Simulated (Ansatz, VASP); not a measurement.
Ti2O: VASP beside Ansatz

```
Ti O
1.0
     2.94328    0.02011   -0.04661
    -1.45422    2.53338    0.03888
    -0.07524    0.02903    4.70725
Ti O
2 1
Direct
  0.67555 0.33483 0.28285
  0.32495 0.66150 0.71020
  0.00146 0.98410 0.99723
```

Change from the starting cell: kmesh displaced: [1, 1, 1] Gamma-centred.

Alike in both runs: task single point; functional PBEsol; k mesh 1 × 1 × 1; occupations gaussian, width 0.1 eV; no spin polarisation.

|  | VASP | Ansatz |
| --- | --- | --- |
| version | VASP 6.6.1 | Ansatz 0.2.0 |
| potentials or method | VASP PAW PBE potentials, release 64 (Ti_sv, O), cutoff 520 eV | scalar-relativistic, plane waves, PAW |
| valence electrons in the cell | 30 | 30 |

|  | VASP | Ansatz | Ansatz less VASP |
| --- | --- | --- | --- |
| gap on the k mesh at the Fermi level (eV) | 0.03 | 0.03 | +0.001 |
| least direct gap on the mesh (eV) | 0.03 | 0.03 | +0.001 |
| rms of the force components (eV/Å) | 0.818 | 0.832 | +0.0142 |

VASP's potentials were made for PBE, not for PBEsol. Atom by atom the forces differ by 0.108 eV/Å (rms over components).

The k mesh is coarse, so the values compare programs but aren't converged.
